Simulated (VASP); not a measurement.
Here is a VASP 6.6.1 calculation.

The input INCAR:

```
  ALGO = Normal
  EDIFF = 1E-7
  ENCUT = 520
  GGA = PE
  ISIF = 2
  ISMEAR = -1
  LASPH = T
  LCHARG = F
  LREAL = F
  LWAVE = F
  NBANDS = 11
  NELM = 100
  PREC = Accurate
  SIGMA = 0.02
```

The input KPOINTS:

```
k-points
0
Gamma
  10 10 10
```

POSCAR

```
MgO
1.0
    0.0000000000      2.1021674155      2.1021674155
    2.1021674155      0.0000000000      2.1021674155
    2.1021674155      2.1021674155      0.0000000000
Mg O
1 1
Direct
    0.0000000000      0.0000000000      0.0000000000
    0.5000000000      0.5000000000      0.5000000000
```

Potentials or basis: VASP PAW PBE potentials, release 64 (Mg, O).

The run is started by

```bash
$ cat potpaw_PBE.64/Mg/POTCAR potpaw_PBE.64/O/POTCAR > POTCAR
$ mpirun -np 1 vasp_std > vasp.out
```

(1) What does it give for the pressure?

(2) Predict the band gap on the k mesh.

## Answers

(1) 4.9 GPa.

(2) 4.78 eV, direct.
